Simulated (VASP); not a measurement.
# Ta4O (P4/mmm) in VASP: single point with PBEsol

Aim: the single point of Ta4O with PBEsol.

Program: VASP 6.6.1. These are calculated values, not measurements. Logs are shortened: lines on timing, memory, paths and dates and some standing lists are left out, and cuts for length are marked.

**1. The cell of the first run**

It takes space group P4/mmm (No. 123, tetragonal). Conventional cell: a = 3.257 Å, b = 3.257 Å, c = 7.409 Å, α = 90.00°, β = 90.00°, γ = 90.00°. Within 3.8 Å of Ta (site symmetry 4/mmm) lie 14 Ta at 2.81 to 3.70 Å. Within 2.9 Å of Ta (site symmetry 4mm) lie 1 O at 2.10 Å and 4 Ta at 2.81 Å. Ta (site symmetry 4/mmm) has 4 O at 2.30 Å and 12 Ta at 3.12 to 3.26 Å within 3.3 Å. Within 2.8 Å of O (site symmetry 4/mmm) lie 6 Ta at 2.10 to 2.30 Å.

**2. Single point, PBEsol, non-collinear spin, zero start, spin-orbit coupling**

Contents of INCAR:

```
SYSTEM = Ta4O
PREC = Accurate ; ENCUT = 520
EDIFF = 1E-6 ; ISMEAR = -1
SIGMA = 0.05 ; LREAL = .FALSE.
LASPH = .TRUE. ; NELM = 150
ALGO = Fast ; ISIF = 2
LWAVE = .FALSE. ; LCHARG = .FALSE.
MAGMOM = 0 0 0 0 0 0 0 0 0 0 0 0 0 0 0 ; LORBIT = 11
LSORBIT = .TRUE. ; GGA_COMPAT = .FALSE.
LORBMOM = .TRUE. ; LMAXMIX = 4
GGA = PS ; NBANDS = 65
```

Contents of KPOINTS:

```
Automatic mesh
0
G
  8 8 4
  0 0 0
```

Contents of POSCAR:

```
Ta4O
1.0
    3.2574970000      0.0000000000      0.0000000000
    0.0000000000      3.2574970000      0.0000000000
    0.0000000000      0.0000000000      7.4093410000
Ta O
4 1
Direct
    0.0000000000      0.0000000000      0.0000000000
    0.5000000000      0.5000000000      0.2168420000
    0.5000000000      0.5000000000      0.7831580000
    0.0000000000      0.0000000000      0.5000000000
    0.5000000000      0.5000000000      0.5000000000
```

Potentials or basis: VASP PAW PBE potentials, release 64 (Ta_pv, O).

On the command line:

```sh
> cat potpaw_PBE.64/Ta_pv/POTCAR potpaw_PBE.64/O/POTCAR > POTCAR
> mpirun -np 1 vasp_ncl > vasp.out
```

OUTCAR:

```text
SYSTEM = Ta4O
   PREC = Accurate
   ENCUT = 520
   EDIFF = 1E-6
   ISMEAR = -1
   LREAL = .FALSE.
   LASPH = .TRUE.
   NELM = 150
   ISIF = 2
   LORBIT = 11
   LSORBIT = .TRUE.
   GGA = PS

 ion  position               nearest neighbor table
   1  0.000  0.000  0.000-   2 2.81   3 2.81   2 2.81   3 2.81   2 2.81   3 2.81   2 2.81   3 2.81

   2  0.500  0.500  0.217-   5 2.10   1 2.81   1 2.81   1 2.81   1 2.81   4 3.12   4 3.12   4 3.12
                             4 3.12   3 3.21
   3  0.500  0.500  0.783-   5 2.10   1 2.81   1 2.81   1 2.81   1 2.81   4 3.12   4 3.12   4 3.12
                             4 3.12   2 3.21
   4  0.000  0.000  0.500-   5 2.30   5 2.30   5 2.30   5 2.30   3 3.12   3 3.12   2 3.12   3 3.12
                             2 3.12   2 3.12   3 3.12   2 3.12
   5  0.500  0.500  0.500-   2 2.10   3 2.10   4 2.30   4 2.30   4 2.30   4 2.30

  LATTYP: Found a simple tetragonal cell.
 ALAT       =     3.2574970000
 C/A-ratio  =     2.2745503680

  Lattice vectors:

 A1 = (   3.2574970000,   0.0000000000,   0.0000000000)
 A2 = (   0.0000000000,   3.2574970000,   0.0000000000)
 A3 = (   0.0000000000,   0.0000000000,   7.4093410000)

Analysis of symmetry for initial positions (statically):
=====================================================================
 Subroutine PRICEL returns:
 Original cell was already a primitive cell.

 Routine SETGRP: Setting up the symmetry group for a
 simple tetragonal supercell.

 Subroutine GETGRP returns: Found 16 space group operations
 (whereof 16 operations were pure point group operations)
 out of a pool of 16 trial point group operations.

The static configuration has the point symmetry D_4h.

Analysis of symmetry for dynamics (positions and initial velocities):
=====================================================================
 Subroutine PRICEL returns:
 Original cell was already a primitive cell.

 Routine SETGRP: Setting up the symmetry group for a
 simple tetragonal supercell.

 Subroutine GETGRP returns: Found 16 space group operations
 (whereof 16 operations were pure point group operations)
 out of a pool of 16 trial point group operations.

The dynamic configuration has the point symmetry D_4h.

Analysis of structural, dynamic, and magnetic symmetry:
=====================================================================
 Subroutine PRICEL returns:
 Original cell was already a primitive cell.

 Routine SETGRP: Setting up the symmetry group for a
 simple tetragonal supercell.

 Subroutine GETGRP returns: Found 16 space group operations
 (whereof 16 operations were pure point group operations)
 out of a pool of 16 trial point group operations.

The overall configuration has the point symmetry D_4h.

 Subroutine INISYM returns: Found 16 space group operations
 (whereof 16 operations are pure point group operations),
 and found     1 'primitive' translations

----------------------------------------------------------------------------------------

                                     Primitive cell

  volume of cell :      78.6226

  direct lattice vectors                    reciprocal lattice vectors
     3.257497000  0.000000000  0.000000000     0.306984166  0.000000000  0.000000000
     0.000000000  3.257497000  0.000000000     0.000000000  0.306984166  0.000000000
     0.000000000  0.000000000  7.409341000     0.000000000  0.000000000  0.134964769

  length of vectors
     3.257497000  3.257497000  7.409341000     0.306984166  0.306984166  0.134964769

  position of ions in fractional coordinates (direct lattice)
     0.000000000  0.000000000  0.000000000
     0.500000000  0.500000000  0.216842000
     0.500000000  0.500000000  0.783158000
     0.000000000  0.000000000  0.500000000
     0.500000000  0.500000000  0.500000000

  ion indices of the primitive-cell ions
   primitive index   ion index
                 1           1
                 2           2
                 3           3
                 4           4
                 5           5

----------------------------------------------------------------------------------------

[... 126 lines left out ...]

 k-point     1 :       0.0000    0.0000    0.0000
  band No.  band energies     occupation
      1     -34.5118      1.00000
      2     -34.5118      1.00000
      3     -33.3346      1.00000
      4     -33.3346      1.00000
      5     -33.3108      1.00000
      6     -33.3108      1.00000
[... 1549 lines left out ...]
     61       9.3124      0.00000
     62       9.3206      0.00000

 [... further k-points ...]

 [bands above 62 left out]

------------------------ aborting loop because EDIFF is reached ----------------------------------------

  FORCE on cell =-STRESS in cart. coord.  units (eV):
  Direction    XX          YY          ZZ          XY          YZ          ZX
  --------------------------------------------------------------------------------------
  -------------------------------------------------------------------------------------
  Total       -3.7080639     -3.7080639     -3.7623550      0.0000000     -0.0000000     -0.0000000
  in kB      -75.5631693    -75.5631693    -76.6695159      0.0000000     -0.0000000     -0.0000000
  external PRESSURE =     -75.9319515 kB  Pullay stress =       0.0000000 kB

 VOLUME and BASIS-vectors are now :
 -----------------------------------------------------------------------------
  energy-cutoff  :      520.00
  volume of cell :       78.62
      direct lattice vectors                 reciprocal lattice vectors
     3.257497000  0.000000000  0.000000000     0.306984166  0.000000000  0.000000000
     0.000000000  3.257497000  0.000000000     0.000000000  0.306984166  0.000000000
     0.000000000  0.000000000  7.409341000     0.000000000  0.000000000  0.134964769

 POSITION                                       TOTAL-FORCE (eV/Angst)
 -----------------------------------------------------------------------------------
      0.00000      0.00000      0.00000         0.000000      0.000000      0.000000
      1.62875      1.62875      1.60666         0.000000      0.000000     -0.033274
      1.62875      1.62875      5.80268         0.000000     -0.000000      0.033274
      0.00000      0.00000      3.70467         0.000000      0.000000      0.000000
      1.62875      1.62875      3.70467         0.000000      0.000000      0.000000
 -----------------------------------------------------------------------------------
    total drift:                                0.000000     -0.000000      0.000000

  FREE ENERGIE OF THE ION-ELECTRON SYSTEM (eV)
  ---------------------------------------------------
  free  energy   TOTEN  =       -61.3607114778 eV

  energy  without entropy=      -61.3432998432  energy(sigma->0) =      -61.35200566

 orbital moment (x)

 # of ion     p       d       tot
 ----------------------------------------
  1        -0.000  -0.000  -0.000
  2         0.000   0.000   0.000
  3        -0.000   0.000  -0.000
  4        -0.000  -0.000  -0.000
  5        -0.000   0.000  -0.000
 ----------------------------------------
            0.000   0.000   0.000

 orbital moment (y)

 # of ion     p       d       tot
 ----------------------------------------
  1         0.000   0.000   0.000
  2        -0.000   0.000   0.000
  3        -0.000   0.000   0.000
  4         0.000   0.000   0.000
  5         0.000   0.000   0.000
 ----------------------------------------
           -0.000   0.000   0.000

 orbital moment (z)

 # of ion     p       d       tot
 ----------------------------------------
  1         0.000   0.000   0.000
  2        -0.000   0.000  -0.000
  3         0.000   0.000   0.000
  4         0.000   0.000   0.000
  5         0.000   0.000   0.000
 ----------------------------------------
           -0.000   0.000   0.000

 Spin-Orbit-Coupling matrix elements

 Ion:    1  E_soc:     -1.4355219
 l=   1
     0.0000000    -0.2176957    -0.2150453
    -0.2176957     0.0000000    -0.2176957
    -0.2150453    -0.2176957     0.0000000
 l=   2
     0.0000000    -0.0066237     0.0000000    -0.0066237    -0.0162132
    -0.0066237     0.0000000    -0.0115445    -0.0067253    -0.0040246
     0.0000000    -0.0115445     0.0000000    -0.0115445     0.0000000
    -0.0066237    -0.0067253    -0.0115445     0.0000000    -0.0040246
    -0.0162132    -0.0040246     0.0000000    -0.0040246     0.0000000
 l=   3
     0.0000000     0.0000000     0.0000000     0.0000000     0.0000000     0.0000000     0.0000000
     0.0000000     0.0000000     0.0000000     0.0000000     0.0000000     0.0000000     0.0000000
     0.0000000     0.0000000     0.0000000     0.0000000     0.0000000     0.0000000     0.0000000
     0.0000000     0.0000000     0.0000000     0.0000000     0.0000000     0.0000000     0.0000000
[... 69 lines left out ...]
 l=   2
     0.0000000     0.0000000     0.0000000     0.0000000     0.0000000
     0.0000000     0.0000000     0.0000000     0.0000000     0.0000000
     0.0000000     0.0000000     0.0000000     0.0000000     0.0000000
     0.0000000     0.0000000     0.0000000     0.0000000     0.0000000
     0.0000000     0.0000000     0.0000000     0.0000000     0.0000000
 l=   3
     0.0000000     0.0000000     0.0000000     0.0000000     0.0000000     0.0000000     0.0000000
     0.0000000     0.0000000     0.0000000     0.0000000     0.0000000     0.0000000     0.0000000
     0.0000000     0.0000000     0.0000000     0.0000000     0.0000000     0.0000000     0.0000000
     0.0000000     0.0000000     0.0000000     0.0000000     0.0000000     0.0000000     0.0000000
     0.0000000     0.0000000     0.0000000     0.0000000     0.0000000     0.0000000     0.0000000
     0.0000000     0.0000000     0.0000000     0.0000000     0.0000000     0.0000000     0.0000000
     0.0000000     0.0000000     0.0000000     0.0000000     0.0000000     0.0000000     0.0000000

 total charge

# of ion       s       p       d       tot
------------------------------------------
    1        0.379   6.180   2.471   9.031
    2        0.352   6.188   2.365   8.905
    3        0.352   6.188   2.365   8.905
    4        0.261   6.113   2.361   8.736
    5        1.552   3.463   0.000   5.015
--------------------------------------------------
tot          2.896  28.133   9.563  40.591

 magnetization (x)

# of ion       s       p       d       tot
------------------------------------------
    1        0.000  -0.000   0.000   0.000
    2        0.000   0.000   0.000   0.000
    3        0.000   0.000   0.000   0.000
    4       -0.000  -0.000   0.000  -0.000
    5        0.000   0.000   0.000   0.000
--------------------------------------------------
tot         -0.000  -0.000   0.000   0.000

 magnetization (y)

# of ion       s       p       d       tot
------------------------------------------
    1        0.000   0.000  -0.000  -0.000
    2        0.000   0.000   0.000   0.000
    3        0.000   0.000   0.000   0.000
    4        0.000   0.000  -0.000  -0.000
    5        0.000   0.000   0.000   0.000
--------------------------------------------------
tot          0.000   0.000  -0.000  -0.000

 magnetization (z)

# of ion       s       p       d       tot
------------------------------------------
    1       -0.000  -0.000   0.000   0.000
    2        0.000   0.000   0.000   0.000
    3        0.000   0.000   0.000   0.000
    4       -0.000   0.000   0.000  -0.000
    5       -0.000  -0.000   0.000  -0.000
--------------------------------------------------
tot         -0.000  -0.000   0.000   0.000
```

It took 8.9 min on 1 thread of Oxide Virtual Turin-like, shared host; peak memory 0.48 GiB.

What came out:

```
Free energy                                           : -61.3607 eV
Pressure                                              : -7.6 GPa
Largest force                                         : 0.033 eV/Å
Net moment                                            : 0.00 μB per cell
Valence electrons inside the program's atomic spheres : Ta 9.03, 8.90, 8.74 (each value once); O 5.01
```

Forces in eV/Å, atoms in the order of the input:
```
Ta   0.000  0.000  0.000
Ta   0.000  0.000 -0.033
Ta   0.000  0.000  0.033
Ta   0.000  0.000  0.000
O    0.000  0.000  0.000
```

Stress tensor (GPa, compression positive):
```
-7.56  0.00  0.00
 0.00 -7.56  0.00
 0.00  0.00 -7.67
```

Moments on the atoms (μB; x, y, z):
```
Ta  0.00 0.00 0.00
Ta  0.00 0.00 0.00
Ta  0.00 0.00 0.00
Ta  0.00 0.00 0.00
O   0.00 0.00 0.00
```

Caveat: the cell stands under tension; the PAW data sets were made with another functional, which shifts forces and pressure a little.
